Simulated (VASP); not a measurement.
A run of VASP 6.6.1 is set up as follows.

File INCAR:

```
ALGO = Normal ; EDIFF = 1E-6
ENCUT = 600 ; GGA = PS
GGA_COMPAT = F ; ISIF = 2
ISMEAR = 0 ; LASPH = T
LCHARG = F ; LREAL = F
LWAVE = F ; NBANDS = 11
NELM = 120 ; PREC = Accurate
SIGMA = 0.01
```

Contents of KPOINTS:

```
k-points
0
Gamma
  6 6 6
```

The input POSCAR:

```
MgSe
1.0
    0.0000000000      2.7255000000      2.7255000000
    2.7255000000      0.0000000000      2.7255000000
    2.7255000000      2.7255000000      0.0000000000
Mg Se
1 1
Direct
    0.0000000000      0.0000000000      0.0000000000
    0.5000000000      0.5000000000      0.5000000000
```

Potentials or basis: VASP PAW PBE potentials, release 64 (Mg, Se).

Command:

```bash
$ cat potpaw_PBE.64/Mg/POTCAR potpaw_PBE.64/Se/POTCAR > POTCAR
$ mpirun -np 1 vasp_std > vasp.out
```

Question: Predict the pressure.

Answer: -0.1 GPa.

Question: Predict the band gap on the k mesh.

Answer: 1.76 eV, indirect (least direct gap 2.50 eV).

Caveat: the PAW data sets were made with another functional, which shifts forces and pressure a little. A k mesh can miss the band edges.
